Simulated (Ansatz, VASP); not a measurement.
**Two plane-wave programs on Bi2Te3**

Contents of INCAR:

```
SYSTEM = Bi2Te3
ALGO = Normal
EDIFF = 1E-7
ENCUT = 520
GGA = PE
ISIF = 2
ISMEAR = 0
LASPH = .TRUE.
LCHARG = .TRUE.
LELF = .TRUE.
LREAL = Auto
LVHAR = .TRUE.
LWAVE = .FALSE.
NBANDS = 85
NELM = 80
PREC = Accurate
SIGMA = 0.05
```

Contents of KPOINTS:

```
k-points
0
G
  9 9 1
  0 0 0
```

Contents of POSCAR:

```
Bi2Te3
1.0
   -4.4465493992      0.0000000000      0.0000000000
   -2.2232746996     -3.8508247389      0.0000000000
    0.0000000000      0.0000000000     32.9186732172
Bi Te
6 9
Direct
    0.6666666667      0.6666666667      0.5510436020
    1.0000000000      0.0000000000      0.2253047424
    0.3333333333      0.3333333333      0.8767824615
    0.6666666667      0.6666666667      0.7519444102
    1.0000000000      0.0000000000      0.4262055506
    0.3333333333      0.3333333333      0.1004666911
    0.6666666667      0.6666666667      0.1628857167
    0.0000000000      0.0000000000      0.8143634359
    0.3333333333      0.3333333333      0.4886245763
    0.6666666667      0.6666666667      0.3739970591
    1.0000000000      1.0000000000      0.0482581995
    0.3333333333      0.3333333333      0.6997359186
    0.6666666667      0.6666666667      0.9289909531
    1.0000000000      0.0000000000      0.6032520935
    0.3333333333      0.3333333333      0.2775132340
```

Input for Ansatz:

```yaml
crystal:
  lattice:
    - [-4.4465493992, 0.0, 0.0]
    - [-2.2232746996, -3.8508247389, 0.0]
    - [0.0, 0.0, 32.9186732172]
  atoms:
    - { symbol: Bi, position: [0.6666666667, 0.6666666667, 0.551043602] }
    - { symbol: Bi, position: [1.0, 0.0, 0.2253047424] }
    - { symbol: Bi, position: [0.3333333333, 0.3333333333, 0.8767824615] }
    - { symbol: Bi, position: [0.6666666667, 0.6666666667, 0.7519444102] }
    - { symbol: Bi, position: [1.0, 0.0, 0.4262055506] }
    - { symbol: Bi, position: [0.3333333333, 0.3333333333, 0.1004666911] }
    - { symbol: Te, position: [0.6666666667, 0.6666666667, 0.1628857167] }
    - { symbol: Te, position: [0.0, 0.0, 0.8143634359] }
    - { symbol: Te, position: [0.3333333333, 0.3333333333, 0.4886245763] }
    - { symbol: Te, position: [0.6666666667, 0.6666666667, 0.3739970591] }
    - { symbol: Te, position: [1.0, 1.0, 0.0482581995] }
    - { symbol: Te, position: [0.3333333333, 0.3333333333, 0.6997359186] }
    - { symbol: Te, position: [0.6666666667, 0.6666666667, 0.9289909531] }
    - { symbol: Te, position: [1.0, 0.0, 0.6032520935] }
    - { symbol: Te, position: [0.3333333333, 0.3333333333, 0.277513234] }
basis:
  ecutwfc: 420
kpoints:
  mp_grid: { grid: [9, 9, 1] }
hamiltonian:
  xc: pbe
scf:
  occupations: { method: gaussian, width: 0.05 }
output:
  forces: true
  stress: true
  eigenvalues: true
```

Alike in both runs: task single point; functional PBE; k mesh 9 × 9 × 1; occupations gaussian, width 0.05 eV; no spin polarisation.

|  | VASP | Ansatz |
| --- | --- | --- |
| version | VASP 6.6.1 | Ansatz 0.2.0 |
| potentials or method | VASP PAW PBE potentials, release 64 (Bi_d, Te), cutoff 520 eV | scalar-relativistic, plane waves, PAW |
| valence electrons in the cell | 144 | 234 |

Ansatz gave:

- gap on the k mesh at the Fermi level (eV): 0.61
- least direct gap on the mesh (eV): 0.61
- pressure (GPa): -0.1
- rms of the force components (eV/Å): 0.010

Problem. Estimate VASP's values.

Solution. gap on the k mesh at the Fermi level (eV): 0.60; least direct gap on the mesh (eV): 0.60; pressure (GPa): -0.1; rms of the force components (eV/Å): 0.012.

Atom by atom the forces differ by 0.006 eV/Å (rms over components). With one functional, cell and mesh, what is left measures potentials, basis and numerics. VASP's potentials hold 144 valence electrons a cell and Ansatz's 234, so a difference there can come from the potentials and not from the codes.

Neither program's run includes spin-orbit coupling.
